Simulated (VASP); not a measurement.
# Fe (Pm-3m) in VASP: further runs

Runs on Fe. Level: PBE. Tasks: single point.

All numbers are computed with VASP 6.6.1; they aren't measurements. Logs are shortened: lines on timing, memory, paths and dates and some standing lists are left out, and cuts for length are marked.

## Step 1: The cell of the first run

Symmetry: Pm-3m, No. 221, cubic system. The conventional cell has a = 2.182 Å, b = 2.182 Å, c = 2.182 Å, α = 90.00°, β = 90.00°, γ = 90.00°. Within 2.9 Å of Fe (site symmetry m-3m) lie 6 Fe at 2.18 Å.

## Step 2: Single point, PBE, collinear spin, ferromagnetic start

Contents of INCAR:

```
SYSTEM = Fe
PREC = Accurate
ENCUT = 520
EDIFF = 1E-6
ISMEAR = -5
SIGMA = 0.1
LREAL = .False.
LASPH = .True.
NELM = 150
ALGO = Normal
ISIF = 2
LWAVE = .False.
LCHARG = .False.
ISPIN = 2
MAGMOM = 2.5
LORBIT = 11
LMAXMIX = 4
GGA = PE
NBANDS = 14
```

Contents of KPOINTS:

```
regular mesh
0
Gamma
  18 18 18
  0 0 0
```

Contents of POSCAR:

```
Fe
1.0
    2.1816934389      0.0000000000      0.0000000000
    0.0000000000      2.1816934389      0.0000000000
    0.0000000000      0.0000000000      2.1816934389
Fe
1
Direct
    0.0000000000      0.0000000000      0.0000000000
```

Potentials or basis: VASP PAW PBE potentials, release 64 (Fe).

On the command line:

```
cat potpaw_PBE.64/Fe/POTCAR > POTCAR
mpirun -np 1 vasp_std > vasp.out
```

OUTCAR:

```text
SYSTEM = Fe
   PREC = Accurate
   ENCUT = 520
   EDIFF = 1E-6
   ISMEAR = -5
   LREAL = .False.
   LASPH = .True.
   NELM = 150
   ISIF = 2
   ISPIN = 2
   LORBIT = 11
   GGA = PE

 ion  position               nearest neighbor table
   1  0.000  0.000  0.000-

  LATTYP: Found a simple cubic cell.
 ALAT       =     2.1816934389

  Lattice vectors:

 A1 = (   2.1816934389,   0.0000000000,   0.0000000000)
 A2 = (   0.0000000000,   2.1816934389,   0.0000000000)
 A3 = (   0.0000000000,   0.0000000000,   2.1816934389)

Analysis of symmetry for initial positions (statically):
=====================================================================
 Subroutine PRICEL returns:
 Original cell was already a primitive cell.

 Routine SETGRP: Setting up the symmetry group for a
 simple cubic supercell.

 Subroutine GETGRP returns: Found 48 space group operations
 (whereof 48 operations were pure point group operations)
 out of a pool of 48 trial point group operations.

The static configuration has the point symmetry O_h .

Analysis of symmetry for dynamics (positions and initial velocities):
=====================================================================
 Subroutine PRICEL returns:
 Original cell was already a primitive cell.

 Routine SETGRP: Setting up the symmetry group for a
 simple cubic supercell.

 Subroutine GETGRP returns: Found 48 space group operations
 (whereof 48 operations were pure point group operations)
 out of a pool of 48 trial point group operations.

The dynamic configuration has the point symmetry O_h .

Analysis of structural, dynamic, and magnetic symmetry:
=====================================================================
 Subroutine PRICEL returns:
 Original cell was already a primitive cell.

 Routine SETGRP: Setting up the symmetry group for a
 simple cubic supercell.

 Subroutine GETGRP returns: Found 48 space group operations
 (whereof 48 operations were pure point group operations)
 out of a pool of 48 trial point group operations.

The overall configuration has the point symmetry O_h .

 Subroutine INISYM returns: Found 48 space group operations
 (whereof 48 operations are pure point group operations),
 and found     1 'primitive' translations

----------------------------------------------------------------------------------------

                                     Primitive cell

  volume of cell :      10.3844

  direct lattice vectors                    reciprocal lattice vectors
     2.181693439  0.000000000  0.000000000     0.458359540  0.000000000  0.000000000
     0.000000000  2.181693439  0.000000000     0.000000000  0.458359540  0.000000000
     0.000000000  0.000000000  2.181693439     0.000000000  0.000000000  0.458359540

  length of vectors
     2.181693439  2.181693439  2.181693439     0.458359540  0.458359540  0.458359540

  position of ions in fractional coordinates (direct lattice)
     0.000000000  0.000000000  0.000000000

  ion indices of the primitive-cell ions
   primitive index   ion index
                 1           1

----------------------------------------------------------------------------------------

 KPOINTS: regular mesh

Automatic generation of k-mesh.
 Grid dimensions read from file:
 generate k-points for:   18   18   18

 Generating k-lattice:

  Cartesian coordinates                     Fractional coordinates (reciprocal lattice)
     0.025464419  0.000000000  0.000000000     0.055555556  0.000000000  0.000000000
     0.000000000  0.025464419  0.000000000     0.000000000  0.055555556  0.000000000
     0.000000000  0.000000000  0.025464419     0.000000000  0.000000000  0.055555556

  Length of vectors
     0.025464419  0.025464419  0.025464419

  Shift w.r.t. Gamma in fractional coordinates (k-lattice)
     0.000000000  0.000000000  0.000000000

 TETIRR: Found   2900 inequivalent tetrahedra from    34992

 Subroutine IBZKPT returns following result:
 ===========================================

 Found    220 irreducible k-points:

 Following reciprocal coordinates:
            Coordinates               Weight
  0.000000  0.000000  0.000000      1.000000
  0.055556  0.000000  0.000000      6.000000
  0.111111  0.000000  0.000000      6.000000
  0.166667  0.000000  0.000000      6.000000
  0.222222  0.000000  0.000000      6.000000
  0.277778  0.000000  0.000000      6.000000
[... 16 lines left out ...]
  0.277778  0.111111  0.000000     24.000000
  0.333333  0.111111  0.000000     24.000000
 [... further k-points ...]
   k-points           NKPTS =    220   k-points in BZ     NKDIM =    220   number of bands    NBANDS=     14
   number of dos      NEDOS =    301   number of ions     NIONS =      1
   total plane-waves  NPLWV =   4096
   dimension x,y,z NGX =    16 NGY =   16 NGZ =   16
   dimension x,y,z NGXF=    32 NGYF=   32 NGZF=   32
   ions per type =               1
   NGX,Y,Z   is equivalent  to a cutoff of  12.19, 12.19, 12.19 a.u.
   NGXF,Y,Z  is equivalent  to a cutoff of  24.38, 24.38, 24.38 a.u.
 SYSTEM =  Fe
   PREC   = accura    normal or accurate (medium, high low for compatibility)
   ISTART =      0    job   : 0-new  1-cont  2-samecut
   ICHARG =      2    charge: 1-file 2-atom 10-const
   ISPIN  =      2    spin polarized calculation?
   LNONCOLLINEAR =      F non collinear calculations
   LSORBIT =      F    spin-orbit coupling
   LASPH  =      T    aspherical Exc in radial PAW
   ENCUT  =  520.0 eV  38.22 Ry    6.18 a.u.   4.06  4.06  4.06*2*pi/ulx,y,z
   NELM   =    150;   NELMIN=  2; NELMDL= -5     # of ELM steps
   EDIFF  = 0.1E-05   stopping-criterion for ELM
   LREAL  =      F    real-space projection
   EDIFFG = 0.1E-04   stopping-criterion for IOM
   NSW    =      0    number of steps for IOM
   IBRION =     -1    ionic relax: 0-MD 1-quasi-New 2-CG
   NFREE  =      0    steps in history (QN), initial steepest desc. (CG)
   ISIF   =      2    stress and relaxation
   ISYM   =      2    0-nonsym 1-usesym 2-fastsym
   POTIM  = 0.5000    time-step for ionic-motion
   TEBEG  =    0.0;   TEEND  =   0.0 temperature during run
   PSTRESS=    0.0 pullay stress
   NELECT =       8.0000    total number of electrons
   NUPDOWN=      -1.0000    fix difference up-down
   EMIN   =  10.00;   EMAX   =-10.00  energy-range for DOS
   EFERMI =   0.00;   METHOD = LEGACY
   ISMEAR =    -5;   SIGMA  =   0.10  broadening in eV -4-tet -1-fermi 0-gaus
   EFERMI_NEDOS =   21; number of points for ismear=-14 and -15
   IALGO  =     38    algorithm
   IMIX   =      4    mixing-type and parameters
     AMIX     =   0.40;   BMIX     =  1.00
     AMIX_MAG =   1.60;   BMIX_MAG =  1.00
  volume/ion in A,a.u.               =      10.38        70.08
  Fermi-wavevector in a.u.,A,eV,Ry     =   1.500759  2.836024 30.644117  2.252279
  Thomas-Fermi vector in A             =   2.612218
   LORBIT       =     11    0 simple, 1 ext, 2 COOP (PROOUT), +10 PAW based schemes
   GGA     = PE    functional components
   LHFCALC =     F    Hartree Fock is set to
   AEXX    =    0.0000 exact exchange contribution
   IVDW    =     0    specifies the selected vdW correction
   LEPSILON=     F    determine dielectric tensor
   LRPA    =     F    only Hartree local field effects (RPA)
 spin polarized calculation
 Fermi weights with tetrahedron method with Bloechl corrections
  energy-cutoff  :      520.00
  volume of cell :       10.38
 maximum number of plane-waves:       292
   NGX =  9   NGY =  9   NGZ =  9

 number of electron       7.9999984 magnetization       1.6580159

 Free energy of the ion-electron system (eV)
  ---------------------------------------------------
  ext. energy  EPLUGINS =         0.00000000
  ---------------------------------------------------
  free energy    TOTEN  =        -7.11406343 eV

  energy without entropy =       -7.11406343  energy(sigma->0) =       -7.11406343

 E-fermi :   7.1077     XC(G=0): -13.5263

 val. band max:        7.2082601866   @ k =   0.4444   0.1111   0.0556
 cond. band min:       7.0867667343   @ k =   0.2222   0.2222   0.2222
 fundamental gap:     -0.1214934523
 Fermi energy:         7.1076516170

 spin component 1

 k-point     1 :       0.0000    0.0000    0.0000
  band No.  band energies     occupation
      1      -1.9936      1.00000
      2       2.2757      1.00000
      3       2.2757      1.00000
      4       7.3121      0.00000
      5       7.3121      0.00000
      6       7.3122      0.00000
      7      29.1298      0.00000
      8      29.1298      0.00000
      9      29.1298      0.00000
     10      33.6643      0.00000
     11      33.6643      0.00000
     12      39.1138      0.00000
     13      52.0284      0.00000
     14      52.0284      0.00000

 k-point     2 :       0.0556    0.0000    0.0000
  band No.  band energies     occupation
      1      -1.8839      1.00000
      2       2.2966      1.00000
      3       2.3480      1.00000
      4       7.2507     -0.05237
      5       7.2507     -0.05495
      6       7.3170      0.00000
      7      27.8446      0.00000
      8      29.2850      0.00000
      9      29.2850      0.00000
     10      33.6325      0.00000
     11      34.6043      0.00000
     12      39.6329      0.00000
     13      51.1714      0.00000
     14      51.8356      0.00000
[... 343 lines left out ...]
      1       0.7032      1.00000
      2       2.9162      1.00000
      3       3.9345      1.00000
      4       6.1252      1.00000
      5       6.2286      1.00000
      6       7.1949      0.13334
      7      18.7810      0.00000
      8      28.0327      0.00000
      9      33.1720      0.00000
     10      34.4857      0.00000
     11      39.3398      0.00000
     12      42.5680      0.00000
     13      46.7859      0.00000
     14      46.9087      0.00000

 k-point    24 :       0.3333    0.1111    0.0000
  band No.  band energies     occupation
      1       1.4382      1.00000
      2       3.0454      1.00000
      3       4.2215      1.00000
      4       5.9490      1.00000
      5       6.1859      1.00000
      6       7.2258      0.03161
      7      16.7835      0.00000
      8      28.8703      0.00000
      9      34.4421      0.00000
     10      34.5028      0.00000
     11      38.2975      0.00000
     12      42.6099      0.00000
     13      44.9745      0.00000
     14      45.6723      0.00000

 [... further k-points ...]

 spin component 2

 k-point     1 :       0.0000    0.0000    0.0000
  band No.  band energies     occupation
      1      -1.7662      1.00000
      2       3.2326      1.00000
      3       3.2328      1.00000
      4       9.5526      0.00000
      5       9.5527      0.00000
      6       9.5529      0.00000
      7      29.6287      0.00000
      8      29.6287      0.00000
      9      29.6287      0.00000
     10      33.9547      0.00000
     11      33.9548      0.00000
     12      39.0138      0.00000
     13      52.4050      0.00000
     14      52.4050      0.00000

 k-point     2 :       0.0556    0.0000    0.0000
  band No.  band energies     occupation
      1      -1.6561      1.00000
      2       3.2553      1.00000
      3       3.3052      1.00000
      4       9.4833      0.00000
      5       9.4835      0.00000
      6       9.5580      0.00000
      7      28.3087      0.00000
      8      29.7898      0.00000
      9      29.7898      0.00000
     10      33.9145      0.00000
     11      34.8973      0.00000
     12      39.5736      0.00000
     13      51.5213      0.00000
     14      52.2287      0.00000
[... 343 lines left out ...]
      1       1.0151      1.00000
      2       3.9097      1.00000
      3       4.8572      1.00000
      4       8.1092      0.00000
      5       8.3451      0.00000
      6       9.4205      0.00000
      7      19.3476      0.00000
      8      28.4701      0.00000
      9      33.7697      0.00000
     10      34.5880      0.00000
     11      39.6607      0.00000
     12      43.0017      0.00000
     13      47.1246      0.00000
     14      47.5073      0.00000

 k-point    24 :       0.3333    0.1111    0.0000
  band No.  band energies     occupation
      1       1.8318      1.00000
      2       4.0489      1.00000
      3       5.1592      1.00000
      4       7.9932      0.00000
      5       8.0381      0.00000
      6       9.4546      0.00000
      7      17.4341      0.00000
      8      29.2642      0.00000
      9      34.5313      0.00000
     10      35.1150      0.00000
     11      38.7012      0.00000
     12      42.9840      0.00000
     13      45.5850      0.00000
     14      46.0180      0.00000

 [... further k-points ...]
[... 5 lines left out ...]
  --------------------------------------------------------------------------------------
  -------------------------------------------------------------------------------------
  Total        3.0802499      3.0802499      3.0802499      0.0000000      0.0000000     -0.0000000
  in kB      475.2426011    475.2426011    475.2426011      0.0000000      0.0000000     -0.0000000
  external PRESSURE =     475.2426011 kB  Pullay stress =       0.0000000 kB

 VOLUME and BASIS-vectors are now :
 -----------------------------------------------------------------------------
  energy-cutoff  :      520.00
  volume of cell :       10.38
      direct lattice vectors                 reciprocal lattice vectors
     2.181693439  0.000000000  0.000000000     0.458359540  0.000000000  0.000000000
     0.000000000  2.181693439  0.000000000     0.000000000  0.458359540  0.000000000
     0.000000000  0.000000000  2.181693439     0.000000000  0.000000000  0.458359540

 POSITION                                       TOTAL-FORCE (eV/Angst)
 -----------------------------------------------------------------------------------
      0.00000      0.00000      0.00000         0.000000      0.000000      0.000000
 -----------------------------------------------------------------------------------
    total drift:                               -0.000000     -0.000000      0.000000

  FREE ENERGIE OF THE ION-ELECTRON SYSTEM (eV)
  ---------------------------------------------------
  free  energy   TOTEN  =        -7.1140634254 eV

  energy  without entropy=       -7.1140634254  energy(sigma->0) =       -7.11406343

 total charge

# of ion       s       p       d       tot
------------------------------------------
    1        0.585   0.577   6.536   7.697

 magnetization (x)

# of ion       s       p       d       tot
------------------------------------------
    1        0.003  -0.014   1.650   1.638
```

Wall time 33 s (1 thread of Intel Xeon Platinum 8259CL at 2.50GHz (Skylake/Cascade Lake), shared host); peak memory 0.17 GiB.

Results:

```yaml
Free_energy: -7.1141 eV
Pressure: 47.5 GPa
Net_moment: 1.66 μB per cell
Site_moments: Fe +1.64 μB
Valence_electrons_inside_the_program's_atomic_spheres: Fe 7.70
```

Caveat: tetrahedron occupations give inexact forces and stress in metals.

(Continued in part 2 of 2.)
